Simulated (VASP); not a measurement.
# Ti (P1) in VASP: further runs

Runs on Ti. Level: LDA. Tasks: single point.

Program: VASP 6.6.1. These are calculated values, not measurements. Logs are shortened: lines on timing, memory, paths and dates and some standing lists are left out, and cuts for length are marked.

**1. The cell of the first run**

The typed cell holds 4 atoms: a = 5.900 Å, b = 2.950 Å, c = 4.680 Å, α = 90.00°, β = 90.00°, γ = 120.00°.

**2. Single point, LDA**

INCAR reads:

```
PREC = Accurate
ENCUT = 400
EDIFF = 1E-6
ISMEAR = -1
SIGMA = 0.08
LREAL = F
LASPH = T
NELM = 120
ALGO = Normal
ISIF = 2
LWAVE = F
LCHARG = F
GGA = CA
NBANDS = 32
GGA_COMPAT = F
```

KPOINTS reads:

```
Automatic mesh
0
Gamma
  4 7 4
```

POSCAR reads:

```
Ti
1.0
    5.9000000000      0.0000000000      0.0000000000
   -1.4750000000      2.5547749412      0.0000000000
    0.0000000000      0.0000000000      4.6800000000
Ti
4
Direct
    0.1671004640      0.6386120255      0.2237814103
    0.6796734182      0.6903872320      0.2283837607
    0.3378504095      0.3585724853      0.7571179487
    0.8281680410      0.3082721641      0.7760692308
```

Potentials or basis: VASP PAW LDA potentials, release 64 (Ti_sv).

The run is started by

```
cat potpaw_LDA.64/Ti_sv/POTCAR > POTCAR
mpirun -np 1 vasp_std > vasp.out
```

OUTCAR:

```text
PREC = Accurate
   ENCUT = 400
   EDIFF = 1E-6
   ISMEAR = -1
   LREAL = F
   LASPH = T
   NELM = 120
   ISIF = 2
   GGA = CA

 ion  position               nearest neighbor table
   1  0.167  0.639  0.224-   3 2.70   4 2.72   2 2.84   3 2.86
   2  0.680  0.690  0.228-   4 2.64   4 2.74   3 2.81   1 2.84
   3  0.338  0.359  0.757-   1 2.70   2 2.81   4 2.85   1 2.86
   4  0.828  0.308  0.776-   2 2.64   1 2.72   2 2.74   3 2.85

  Warning from LATTYP: Monoclinic adjustment (A1->A3, A2->A1, A3->A2)!
  LATTYP: Found a simple orthorhombic cell.
 ALAT       =     2.9500000000
 B/A-ratio  =     1.5864406779
 C/A-ratio  =     1.7320508076

  Lattice vectors:

 A1 = (  -1.4750000000,   2.5547749412,   0.0000000000)
 A2 = (   0.0000000000,   0.0000000000,   4.6800000000)
 A3 = (   4.4250000000,   2.5547749412,   0.0000000000)

Analysis of symmetry for initial positions (statically):
=====================================================================
 Subroutine PRICEL returns:
 Original cell was already a primitive cell.

 Routine SETGRP: Setting up the symmetry group for a
 simple orthorhombic supercell.

 Subroutine GETGRP returns: Found  1 space group operations
 (whereof  1 operations were pure point group operations)
 out of a pool of  8 trial point group operations.

The static configuration has the point symmetry C_1 .

Analysis of symmetry for dynamics (positions and initial velocities):
=====================================================================
 Subroutine PRICEL returns:
 Original cell was already a primitive cell.

 Routine SETGRP: Setting up the symmetry group for a
 simple orthorhombic supercell.

 Subroutine GETGRP returns: Found  1 space group operations
 (whereof  1 operations were pure point group operations)
 out of a pool of  8 trial point group operations.

The dynamic configuration has the point symmetry C_1 .

 Subroutine INISYM returns: Found  1 space group operations
 (whereof  1 operations are pure point group operations),
 and found     1 'primitive' translations

----------------------------------------------------------------------------------------

                                     Primitive cell

  volume of cell :      70.5424

  direct lattice vectors                    reciprocal lattice vectors
     5.900000000  0.000000000  0.000000000     0.169491525  0.097855978  0.000000000
    -1.475000000  2.554774941  0.000000000     0.000000000  0.391423911  0.000000000
[... 111 lines left out ...]
   EDIFF  = 0.1E-05   stopping-criterion for ELM
   LREAL  =      F    real-space projection
   EDIFFG = 0.1E-04   stopping-criterion for IOM
   NSW    =      0    number of steps for IOM
   IBRION =     -1    ionic relax: 0-MD 1-quasi-New 2-CG
   NFREE  =      0    steps in history (QN), initial steepest desc. (CG)
   ISIF   =      2    stress and relaxation
   ISYM   =      2    0-nonsym 1-usesym 2-fastsym
   POTIM  = 0.5000    time-step for ionic-motion
   TEBEG  =    0.0;   TEEND  =   0.0 temperature during run
   PSTRESS=    0.0 pullay stress
   NELECT =      48.0000    total number of electrons
   NUPDOWN=      -1.0000    fix difference up-down
   EMIN   =  10.00;   EMAX   =-10.00  energy-range for DOS
   EFERMI =   0.00;   METHOD = LEGACY
   ISMEAR =    -1;   SIGMA  =   0.08  broadening in eV -4-tet -1-fermi 0-gaus
   EFERMI_NEDOS =   21; number of points for ismear=-14 and -15
   IALGO  =     38    algorithm
   IMIX   =      4    mixing-type and parameters
     AMIX     =   0.40;   BMIX     =  1.00
     AMIX_MAG =   1.60;   BMIX_MAG =  1.00
  volume/ion in A,a.u.               =      17.64       119.01
  Fermi-wavevector in a.u.,A,eV,Ry     =   1.439920  2.721055 28.209912  2.073370
  Thomas-Fermi vector in A             =   2.558722
   LORBIT       =      0    0 simple, 1 ext, 2 COOP (PROOUT), +10 PAW based schemes
   GGA     = CA    functional components
   LHFCALC =     F    Hartree Fock is set to
   AEXX    =    0.0000 exact exchange contribution
   IVDW    =     0    specifies the selected vdW correction
   LEPSILON=     F    determine dielectric tensor
   LRPA    =     F    only Hartree local field effects (RPA)
 non-spin polarized calculation
  energy-cutoff  :      400.00
  volume of cell :       70.54
 maximum number of plane-waves:      1297
 NGX is ok and might be reduce to    40
   NGX = 19   NGY =  9   NGZ = 15

 number of electron      47.9999980 magnetization

 Free energy of the ion-electron system (eV)
  ---------------------------------------------------
  ext. energy  EPLUGINS =         0.00000000
  ---------------------------------------------------
  free energy    TOTEN  =       -33.83827816 eV

  energy without entropy =      -33.74166051  energy(sigma->0) =      -33.78996934

 E-fermi :   7.9235     XC(G=0): -11.6916

 val. band max:        7.9143980914   @ k =   0.2500  -0.2857   0.2500
 cond. band min:       7.9521294205   @ k =  -0.2500   0.2857   0.2500
 fundamental gap:      0.0377313292
 Fermi energy:         7.9234927418

 k-point     1 :       0.0000    0.0000    0.0000
  band No.  band energies     occupation
      1     -48.2553      2.00000
      2     -48.1330      2.00000
      3     -48.0984      2.00000
      4     -48.0466      2.00000
      5     -25.2480      2.00000
      6     -25.0922      2.00000
[... 829 lines left out ...]
     31       9.8369      0.00000
     32      10.2345      0.00000

 [... further k-points ...]

------------------------ aborting loop because EDIFF is reached ----------------------------------------

  FORCE on cell =-STRESS in cart. coord.  units (eV):
  Direction    XX          YY          ZZ          XY          YZ          ZX
  --------------------------------------------------------------------------------------
  -------------------------------------------------------------------------------------
  Total       -4.1122074     -3.9720781     -3.3593156     -0.1757822     -0.0773777     -0.0784405
  in kB      -93.3974633    -90.2148127    -76.2975997     -3.9924081     -1.7574206     -1.7815589
  external PRESSURE =     -86.6366252 kB  Pullay stress =       0.0000000 kB

 VOLUME and BASIS-vectors are now :
 -----------------------------------------------------------------------------
  energy-cutoff  :      400.00
  volume of cell :       70.54
      direct lattice vectors                 reciprocal lattice vectors
     5.900000000  0.000000000  0.000000000     0.169491525  0.097855978  0.000000000
    -1.475000000  2.554774941  0.000000000     0.000000000  0.391423911  0.000000000
     0.000000000  0.000000000  4.680000000     0.000000000  0.000000000  0.213675214

 POSITION                                       TOTAL-FORCE (eV/Angst)
 -----------------------------------------------------------------------------------
      0.04394      1.63151      1.04730         0.036615      0.596772      0.534652
      2.99175      1.76378      1.06884        -0.158699     -0.617140      0.824594
      1.46442      0.91607      3.54331         0.161555     -0.488261     -0.378549
      4.43149      0.78757      3.63200        -0.039472      0.508630     -0.980696
 -----------------------------------------------------------------------------------
    total drift:                                0.000078     -0.000835     -0.000095

  FREE ENERGIE OF THE ION-ELECTRON SYSTEM (eV)
  ---------------------------------------------------
  free  energy   TOTEN  =       -33.8382781635 eV

  energy  without entropy=      -33.7416605065  energy(sigma->0) =      -33.78996934
```

stdout:

```text
POSCAR found type information on POSCAR Ti
 POSCAR found :  1 types and       4 ions
 scaLAPACK will be used
 LDA part: xc-table for (Slater(with rela. corr.)+CA(PZ))
 , standard interpolation
 -----------------------------------------------------------------------------
|                                                                             |
|           W    W    AA    RRRRR   N    N  II  N    N   GGGG   !!!           |
|           W    W   A  A   R    R  NN   N  II  NN   N  G    G  !!!           |
|           W    W  A    A  R    R  N N  N  II  N N  N  G       !!!           |
|           W WW W  AAAAAA  RRRRR   N  N N  II  N  N N  G  GGG   !            |
|           WW  WW  A    A  R   R   N   NN  II  N   NN  G    G                |
|           W    W  A    A  R    R  N    N  II  N    N   GGGG   !!!           |
|                                                                             |
|     Your reciprocal lattice and k-lattice belong to different lattice       |
|     classes:                                                                |
|                                                                             |
|        The reciprocal lattice is simple orthorhombic,                       |
|        whereas your k-lattice is simple monoclinic.                         |
|                                                                             |
|     Results are often still useful ...                                      |
|                                                                             |
 -----------------------------------------------------------------------------

 POSCAR, INCAR and KPOINTS ok, starting setup
 FFT: planning ... GRIDC
 FFT: planning ... GRID_SOFT
 FFT: planning ... GRID
 WAVECAR not read
 entering main loop
```

It took 1.7 min on 1 thread of Intel Xeon 6975P-C, shared host; peak memory 0.19 GiB.

Results:

| Property | Result |
| --- | --- |
| Free energy | -33.8383 eV |
| Pressure | -8.7 GPa |
| Largest force | 1.105 eV/Å |
| Band gap on the k mesh | zero (band 24 reaches 8.43 eV, above the bottom of band 25 at 7.68 eV) |

Forces on the atoms (eV/Å):
```
Ti   0.037  0.597  0.535
Ti  -0.159 -0.617  0.825
Ti   0.162 -0.488 -0.379
Ti  -0.039  0.509 -0.981
```

Stress tensor (GPa, compression positive):
```
-9.34 -0.40 -0.18
-0.40 -9.02 -0.18
-0.18 -0.18 -7.63
```

Caveat: forces of over 1 eV/Å act on the atoms, so gaps and moduli don't describe the material at rest.

**3. Single point, LDA**

INCAR reads:

```
ALGO = Normal ; EDIFF = 1E-6
ENCUT = 400 ; GGA = CA
GGA_COMPAT = F ; ISIF = 2
ISMEAR = -1 ; LASPH = T
LCHARG = F ; LREAL = F
LWAVE = F ; NBANDS = 32
NELM = 120 ; PREC = Accurate
SIGMA = 0.08
```

KPOINTS reads:

```
k-points
0
Gamma
  4 7 4
```

POSCAR reads:

```
Ti
1.0
    5.9000000000      0.0000000000      0.0000000000
   -1.4750000000      2.5547749412      0.0000000000
    0.0000000000      0.0000000000      4.6800000000
Ti
4
Direct
    0.1687059468      0.6356888718      0.2151365385
    0.6826466178      0.6877729117      0.2243356838
    0.3436429037      0.3724441573      0.7626004274
    0.8298622140      0.3002773307      0.7853311966
```

Potentials or basis: VASP PAW LDA potentials, release 64 (Ti_sv).

The run is started by

```
cat potpaw_LDA.64/Ti_sv/POTCAR > POTCAR
mpirun -np 1 vasp_std > vasp.out
```

Run time: 1.7 min. Hardware: 1 thread of Intel Xeon 6975P-C, shared host; peak memory 0.18 GiB.

Results (log left out):

| Item | Value |
| --- | --- |
| Free energy | -33.6904 eV |
| Pressure | -7.3 GPa |
| Largest force | 1.593 eV/Å |
| Band gap on the k mesh | zero (band 24 reaches 8.34 eV, above the bottom of band 25 at 7.66 eV) |

Forces in eV/Å, atoms in the order of the input:
```
Ti   0.051  0.734  0.901
Ti  -0.197 -0.735  1.242
Ti   0.200 -0.621 -0.678
Ti  -0.055  0.622 -1.465
```

Stress tensor (GPa, compression positive):
```
-8.38 -0.32 -0.26
-0.32 -8.15 -0.18
-0.26 -0.18 -5.42
```

Levels at points of the mesh, in eV from the Fermi level:
```tsv
k point	band 21	band 22	band 23	band 24	band 25	band 26	band 27	band 28
(0.00, 0.00, 0.00)	-1.74	-0.51	0.29	0.39	0.58	0.61	0.72	0.87
(0.50, 0.00, 0.00)	-1.11	-0.96	-0.39	-0.18	0.30	0.50	0.65	0.76
(0.00, 0.00, 0.50)	-1.18	-0.67	-0.49	0.43	0.49	0.56	0.62	0.81
(0.50, 0.00, 0.50)	-1.13	-0.84	-0.45	-0.31	0.27	0.34	0.55	0.65
```

Caveat: forces of over 1 eV/Å act on the atoms, so gaps and moduli don't describe the material at rest.

**4. Single point, LDA**

INCAR reads:

```
SYSTEM = Ti
ALGO = Normal
EDIFF = 1E-6
ENCUT = 400
GGA = CA
GGA_COMPAT = .FALSE.
ISIF = 2
ISMEAR = -1
LASPH = .TRUE.
LCHARG = .TRUE.
LELF = .TRUE.
LREAL = .FALSE.
LVHAR = .TRUE.
LWAVE = .FALSE.
NBANDS = 32
NELM = 120
PREC = Accurate
SIGMA = 0.08
```

KPOINTS reads:

```
k-points
0
G
  4 7 4
  0 0 0
```

POSCAR reads:

```
Ti
1.0
    5.9000000000      0.0000000000      0.0000000000
   -1.4750000000      2.5547749412      0.0000000000
    0.0000000000      0.0000000000      4.6800000000
Ti
4
Direct
    0.1671020943      0.6386151569      0.2237854701
    0.6796721985      0.6903837092      0.2283882479
    0.3378493138      0.3585701367      0.7571143162
    0.8281688239      0.3082752955      0.7760645299
```

The run is started by

```
cat potpaw_LDA.64/Ti_sv/POTCAR > POTCAR
mpirun -np 1 vasp_std > vasp.out
```

It took 1.8 min on 1 thread of Intel Xeon 6975P-C, shared host; peak memory 0.19 GiB.

The run converged. Its results:

* Free energy: -33.8384 eV
* Pressure: -8.7 GPa
* Largest force: 1.105 eV/Å
* Band gap on the k mesh: zero (band 24 reaches 8.43 eV, above the bottom of band 25 at 7.68 eV)

Forces on the atoms (eV/Å):
```
Ti   0.037  0.597  0.534
Ti  -0.159 -0.617  0.824
Ti   0.162 -0.488 -0.378
Ti  -0.039  0.509 -0.980
```

Stress tensor (GPa, compression positive):
```
-9.34 -0.40 -0.18
-0.40 -9.02 -0.18
-0.18 -0.18 -7.63
```

Levels at points of the mesh, in eV from the Fermi level:
| k point | band 20 | band 21 | band 22 | band 23 | band 24 | band 25 | band 26 | band 27 | band 28 | band 29 |
| --- | --- | --- | --- | --- | --- | --- | --- | --- | --- | --- |
| (0.00, 0.00, 0.00) | -2.21 | -1.79 | -0.52 | 0.36 | 0.44 | 0.63 | 0.66 | 0.73 | 0.96 | 0.98 |
| (0.50, 0.00, 0.00) | -1.70 | -1.04 | -0.95 | -0.44 | -0.23 | 0.43 | 0.57 | 0.71 | 0.81 | 1.19 |
| (0.00, 0.00, 0.50) | -2.38 | -1.10 | -0.57 | -0.50 | 0.51 | 0.54 | 0.60 | 0.64 | 0.68 | 1.33 |
| (0.50, 0.00, 0.50) | -2.98 | -1.00 | -0.74 | -0.41 | -0.33 | 0.28 | 0.32 | 0.51 | 0.60 | 1.17 |

Caveat: forces of over 1 eV/Å act on the atoms, so gaps and moduli don't describe the material at rest.

(Continued in part 2 of 2.)
